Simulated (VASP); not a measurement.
# Zn (I4/mmm) in VASP: a series of runs

Zn is run at these levels: PBE; tasks: single point.

All numbers are computed with VASP 6.6.1; they aren't measurements. Logs are shortened: lines on timing, memory, paths and dates and some standing lists are left out, and cuts for length are marked.

**1. The cell of the first run**

It takes space group I4/mmm (No. 139, tetragonal). Conventional cell: a = 2.476 Å, b = 2.476 Å, c = 4.950 Å, α = 90.00°, β = 90.00°, γ = 90.00°. Zn (site symmetry 4/mmm) has 12 Zn at 2.48 to 3.03 Å within 3.3 Å.

**2. Single point, PBE**

INCAR reads:

```
SYSTEM = Zn
ALGO = Fast
EDIFF = 1E-6
ENCUT = 520
GGA = PE
ISIF = 2
ISMEAR = 0
LASPH = .True.
LCHARG = .False.
LREAL = .False.
LWAVE = .False.
NBANDS = 12
NELM = 60
PREC = Accurate
SIGMA = 0.15
```

KPOINTS reads:

```
k-points
0
Gamma
  22 22 22
  0 0 0
```

POSCAR reads:

```
Zn
1.0
    0.0000000000      1.7505045397      2.4752134191
    1.7505045397      0.0000000000      2.4752134191
    1.7505045397      1.7505045397      0.0000000000
Zn
1
Direct
    0.0000000000      0.0000000000      0.0000000000
```

Potentials or basis: VASP PAW PBE potentials, release 64 (Zn).

Run with:

```console
> cat potpaw_PBE.64/Zn/POTCAR > POTCAR
> mpirun -np 1 vasp_std > vasp.out
```

OUTCAR:

```text
SYSTEM = Zn
   EDIFF = 1E-6
   ENCUT = 520
   GGA = PE
   ISIF = 2
   ISMEAR = 0
   LASPH = .True.
   LREAL = .False.
   NELM = 60
   PREC = Accurate

 ion  position               nearest neighbor table
   1  0.000  0.000  0.000-

  LATTYP: Found a body centered tetragonal cell.
 ALAT       =     2.4755872610
 C/A-ratio  =     1.9996979772

  Lattice vectors:

 A1 = (  -1.7505045397,   0.0000000000,   2.4752134191)
 A2 = (   1.7505045397,   0.0000000000,   2.4752134191)
 A3 = (   0.0000000000,   1.7505045397,  -2.4752134191)

Analysis of symmetry for initial positions (statically):
=====================================================================
 Subroutine PRICEL returns:
 Original cell was already a primitive cell.

 Routine SETGRP: Setting up the symmetry group for a
 body centered tetragonal supercell.

 Subroutine GETGRP returns: Found 16 space group operations
 (whereof 16 operations were pure point group operations)
 out of a pool of 16 trial point group operations.

The static configuration has the point symmetry D_4h.

Analysis of symmetry for dynamics (positions and initial velocities):
=====================================================================
 Subroutine PRICEL returns:
 Original cell was already a primitive cell.

 Routine SETGRP: Setting up the symmetry group for a
 body centered tetragonal supercell.

 Subroutine GETGRP returns: Found 16 space group operations
 (whereof 16 operations were pure point group operations)
 out of a pool of 16 trial point group operations.

The dynamic configuration has the point symmetry D_4h.

 Subroutine INISYM returns: Found 16 space group operations
 (whereof 16 operations are pure point group operations),
 and found     1 'primitive' translations

----------------------------------------------------------------------------------------

                                     Primitive cell

  volume of cell :      15.1694

  direct lattice vectors                    reciprocal lattice vectors
     0.000000000  1.750504540  2.475213419    -0.285631936  0.285631936  0.202002783
     1.750504540  0.000000000  2.475213419     0.285631936 -0.285631936  0.202002783
     1.750504540  1.750504540  0.000000000     0.285631936  0.285631936 -0.202002783

  length of vectors
     3.031657569  3.031657569  2.475587261     0.451637387  0.451637387  0.451637387

  position of ions in fractional coordinates (direct lattice)
     0.000000000  0.000000000  0.000000000

  ion indices of the primitive-cell ions
   primitive index   ion index
                 1           1

----------------------------------------------------------------------------------------

 KPOINTS: k-points

Automatic generation of k-mesh.
 Grid dimensions read from file:
 generate k-points for:   22   22   22

 Generating k-lattice:

  Cartesian coordinates                     Fractional coordinates (reciprocal lattice)
    -0.012983270  0.012983270  0.009181945     0.045454545  0.000000000  0.000000000
     0.012983270 -0.012983270  0.009181945     0.000000000  0.045454545  0.000000000
     0.012983270  0.012983270 -0.009181945    -0.000000000 -0.000000000  0.045454545

  Length of vectors
     0.020528972  0.020528972  0.020528972

  Shift w.r.t. Gamma in fractional coordinates (k-lattice)
     0.000000000  0.000000000  0.000000000

 Subroutine IBZKPT returns following result:
 ===========================================

 Found    834 irreducible k-points:

 Following reciprocal coordinates:
            Coordinates               Weight
  0.000000  0.000000  0.000000      1.000000
  0.045455 -0.000000  0.000000      8.000000
  0.090909 -0.000000  0.000000      8.000000
  0.136364  0.000000  0.000000      8.000000
  0.181818  0.000000  0.000000      8.000000
  0.227273 -0.000000  0.000000      8.000000
[... 16 lines left out ...]
  0.500000  0.045455  0.000000      8.000000
 -0.454545  0.045455  0.000000      8.000000
 [... further k-points ...]
   k-points           NKPTS =    834   k-points in BZ     NKDIM =    834   number of bands    NBANDS=     12
   number of dos      NEDOS =    301   number of ions     NIONS =      1
   total plane-waves  NPLWV =  10368
   dimension x,y,z NGX =    24 NGY =   24 NGZ =   18
   dimension x,y,z NGXF=    48 NGYF=   48 NGZF=   36
   ions per type =               1
   NGX,Y,Z   is equivalent  to a cutoff of  13.16, 13.16, 12.09 a.u.
   NGXF,Y,Z  is equivalent  to a cutoff of  26.32, 26.32, 24.18 a.u.
 SYSTEM =  Zn
   PREC   = accura    normal or accurate (medium, high low for compatibility)
   ISTART =      0    job   : 0-new  1-cont  2-samecut
   ICHARG =      2    charge: 1-file 2-atom 10-const
   ISPIN  =      1    spin polarized calculation?
   LNONCOLLINEAR =      F non collinear calculations
   LSORBIT =      F    spin-orbit coupling
   LASPH  =      T    aspherical Exc in radial PAW
   ENCUT  =  520.0 eV  38.22 Ry    6.18 a.u.   5.64  5.64  4.60*2*pi/ulx,y,z
   NELM   =     60;   NELMIN=  2; NELMDL= -5     # of ELM steps
   EDIFF  = 0.1E-05   stopping-criterion for ELM
   LREAL  =      F    real-space projection
   EDIFFG = 0.1E-04   stopping-criterion for IOM
   NSW    =      0    number of steps for IOM
   IBRION =     -1    ionic relax: 0-MD 1-quasi-New 2-CG
   NFREE  =      0    steps in history (QN), initial steepest desc. (CG)
   ISIF   =      2    stress and relaxation
   ISYM   =      2    0-nonsym 1-usesym 2-fastsym
   POTIM  = 0.5000    time-step for ionic-motion
   TEBEG  =    0.0;   TEEND  =   0.0 temperature during run
   PSTRESS=    0.0 pullay stress
   NELECT =      12.0000    total number of electrons
   NUPDOWN=      -1.0000    fix difference up-down
   EMIN   =  10.00;   EMAX   =-10.00  energy-range for DOS
   EFERMI =   0.00;   METHOD = LEGACY
   ISMEAR =     0;   SIGMA  =   0.15  broadening in eV -4-tet -1-fermi 0-gaus
   EFERMI_NEDOS =   21; number of points for ismear=-14 and -15
   IALGO  =     68    algorithm
   IMIX   =      4    mixing-type and parameters
     AMIX     =   0.40;   BMIX     =  1.00
     AMIX_MAG =   1.60;   BMIX_MAG =  1.00
  volume/ion in A,a.u.               =      15.17       102.37
  Fermi-wavevector in a.u.,A,eV,Ry     =   1.514069  2.861175 31.190044  2.292404
  Thomas-Fermi vector in A             =   2.623775
   LORBIT       =      0    0 simple, 1 ext, 2 COOP (PROOUT), +10 PAW based schemes
   GGA     = PE    functional components
   LHFCALC =     F    Hartree Fock is set to
   AEXX    =    0.0000 exact exchange contribution
   IVDW    =     0    specifies the selected vdW correction
   LEPSILON=     F    determine dielectric tensor
   LRPA    =     F    only Hartree local field effects (RPA)
 non-spin polarized calculation
 RMM-DIIS sequential band-by-band and
 Gauss-broadening in eV      SIGMA  =   0.15
  energy-cutoff  :      520.00
  volume of cell :       15.17
 maximum number of plane-waves:       429
   NGX = 11   NGY = 11   NGZ =  9

 number of electron      12.0000003 magnetization

 Free energy of the ion-electron system (eV)
  ---------------------------------------------------
  ext. energy  EPLUGINS =         0.00000000
  ---------------------------------------------------
  free energy    TOTEN  =        -0.90549884 eV

  energy without entropy =       -0.90177412  energy(sigma->0) =       -0.90363648

 E-fermi :   3.1393     XC(G=0): -11.5433

 val. band max:        3.1370885190   @ k =  -0.3636   0.3636   0.0909
 cond. band min:       3.1632536617   @ k =  -0.4091   0.3636   0.0909
 fundamental gap:      0.0261651427
 Fermi energy:         3.1392577770

 k-point     1 :       0.0000    0.0000    0.0000
  band No.  band energies     occupation
      1      -7.3001      2.00000
      2      -5.2966      2.00000
      3      -4.7730      2.00000
      4      -4.2246      2.00000
      5      -4.2246      2.00000
      6      -3.8715      2.00000
      7      16.5533      0.00000
      8      20.4616      0.00000
      9      22.1685      0.00000
     10      22.1686      0.00000
     11      23.8281      0.00000
     12      24.2709      0.00000

 k-point     2 :       0.0455   -0.0000    0.0000
  band No.  band energies     occupation
      1      -7.2342      2.00000
      2      -5.2840      2.00000
      3      -4.7657      2.00000
      4      -4.2368      2.00000
      5      -4.2204      2.00000
      6      -3.8804      2.00000
      7      16.3301      0.00000
      8      20.5110      0.00000
      9      21.4318      0.00000
     10      22.1515      0.00000
     11      22.8669      0.00000
     12      24.0508      0.00000

 k-point     3 :       0.0909   -0.0000    0.0000
  band No.  band energies     occupation
      1      -7.0389      2.00000
      2      -5.2465      2.00000
      3      -4.7445      2.00000
      4      -4.2697      2.00000
      5      -4.2083      2.00000
      6      -3.9064      2.00000
      7      15.8032      0.00000
      8      18.8963      0.00000
      9      21.5531      0.00000
     10      21.7884      0.00000
     11      22.1186      0.00000
     12      24.1118      0.00000
[... 286 lines left out ...]
 k-point    23 :       0.5000    0.0455    0.0000
  band No.  band energies     occupation
      1      -5.3196      2.00000
      2      -5.0275      2.00000
      3      -4.3174      2.00000
      4      -3.9901      2.00000
      5      -3.9372      2.00000
      6       0.1230      2.00000
      7       2.6334      2.00000
      8      11.2663      0.00000
      9      16.9664      0.00000
     10      23.6866      0.00000
     11      24.7588      0.00000
     12      27.8480      0.00000

 k-point    24 :      -0.4545    0.0455    0.0000
  band No.  band energies     occupation
      1      -5.3137      2.00000
      2      -5.0270      2.00000
      3      -4.3250      2.00000
      4      -3.9932      2.00000
      5      -3.9352      2.00000
      6       0.3273      2.00000
      7       2.4029      2.00000
      8      11.4433      0.00000
      9      16.7745      0.00000
     10      24.2099      0.00000
     11      24.9910      0.00000
     12      27.3159      0.00000

 [... further k-points ...]

------------------------ aborting loop because EDIFF is reached ----------------------------------------

  FORCE on cell =-STRESS in cart. coord.  units (eV):
  Direction    XX          YY          ZZ          XY          YZ          ZX
  --------------------------------------------------------------------------------------
  -------------------------------------------------------------------------------------
  Total        1.0686890      1.0686890     -0.1515144      0.0000000      0.0000000     -0.0000000
  in kB      112.8737112    112.8737112    -16.0027787      0.0000000      0.0000000     -0.0000000
  external PRESSURE =      69.9148812 kB  Pullay stress =       0.0000000 kB

 VOLUME and BASIS-vectors are now :
 -----------------------------------------------------------------------------
  energy-cutoff  :      520.00
  volume of cell :       15.17
      direct lattice vectors                 reciprocal lattice vectors
     0.000000000  1.750504540  2.475213419    -0.285631936  0.285631936  0.202002783
     1.750504540  0.000000000  2.475213419     0.285631936 -0.285631936  0.202002783
     1.750504540  1.750504540  0.000000000     0.285631936  0.285631936 -0.202002783

 POSITION                                       TOTAL-FORCE (eV/Angst)
 -----------------------------------------------------------------------------------
      0.00000      0.00000      0.00000         0.000000      0.000000      0.000000
 -----------------------------------------------------------------------------------
    total drift:                               -0.000000     -0.000000     -0.000000

  FREE ENERGIE OF THE ION-ELECTRON SYSTEM (eV)
  ---------------------------------------------------
  free  energy   TOTEN  =        -0.9054988393 eV

  energy  without entropy=       -0.9017741150  energy(sigma->0) =       -0.90363648
```

Wall time 90 s (1 thread of AMD EPYC 7R13 (Zen 3), shared host); peak memory 0.22 GiB.

What came out:

```
Free energy            : -0.9055 eV
Pressure               : 7.0 GPa
Band gap on the k mesh : zero (bands 6 and 7 overlap by 5.81 eV)
```

Levels at points of the mesh, in eV from the Fermi level:
| k point | band 4 | band 5 | band 6 | band 7 | band 8 | band 9 |
| --- | --- | --- | --- | --- | --- | --- |
| (0.00, 0.00, 0.00) | -7.36 | -7.36 | -7.01 | 13.41 | 17.32 | 19.03 |
| (0.50, 0.00, 0.00) | -7.13 | -7.05 | -2.72 | -0.94 | 8.83 | 13.01 |
| (0.50, 0.50, 0.00) | -7.07 | -6.97 | -3.64 | -3.12 | 13.61 | 13.61 |
| (0.50, 0.00, 0.50) | -7.17 | -6.64 | 1.14 | 4.84 | 6.08 | 8.46 |

Caveat: the cell stands under pressure.

**3. Single point, PBE**

This run uses another cell than the first one, of the same volume but with other edges.

Edit INCAR of step 2 so:

```diff
@@ -12,3 +12,3 @@
 NBANDS = 12
-NELM = 60
+NELM = 80
 PREC = Accurate
```

KPOINTS is that of step 2.

POSCAR reads:

```
Zn
1.0
    0.0000000000      2.0741495628      1.7630271284
    2.0741495628      0.0000000000      1.7630271284
    2.0741495628      2.0741495628      0.0000000000
Zn
1
Direct
    0.0000000000      0.0000000000      0.0000000000
```

Potentials or basis: VASP PAW PBE potentials, release 64 (Zn).

Run with:

```console
> cat potpaw_PBE.64/Zn/POTCAR > POTCAR
> mpirun -np 1 vasp_std > vasp.out
```

Run time: 86 s. Hardware: 1 thread of AMD EPYC 7R13 (Zen 3), shared host; peak memory 0.22 GiB.

The run converged. Its results:

```yaml
Free_energy: -1.0603 eV
Pressure: 0.6 GPa
Band_gap_on_the_k_mesh: zero (bands 6 and 7 overlap by 3.86 eV)
```

Stress tensor (GPa, compression positive):
```
-0.58  0.00  0.00
 0.00 -0.58  0.00
 0.00  0.00  3.06
```

Levels at points of the mesh, in eV from the Fermi level:
| k point | band 2 | band 3 | band 4 | band 5 | band 6 | band 7 | band 8 | band 9 | band 10 | band 11 |
| --- | --- | --- | --- | --- | --- | --- | --- | --- | --- | --- |
| (0.00, 0.00, 0.00) | -7.81 | -7.81 | -7.54 | -7.46 | -7.22 | 18.20 | 18.61 | 18.61 | 19.25 | 21.25 |
| (0.50, 0.00, 0.00) | -7.91 | -7.52 | -7.15 | -6.97 | -2.93 | -1.36 | 13.14 | 14.54 | 17.05 | 18.47 |
| (0.50, 0.50, 0.00) | -8.32 | -7.05 | -6.98 | -6.98 | 1.01 | 4.47 | 6.28 | 6.28 | 10.29 | 10.75 |
| (0.50, 0.00, 0.50) | -8.28 | -7.12 | -7.11 | -6.91 | -1.91 | 0.37 | 9.33 | 10.12 | 13.21 | 14.62 |
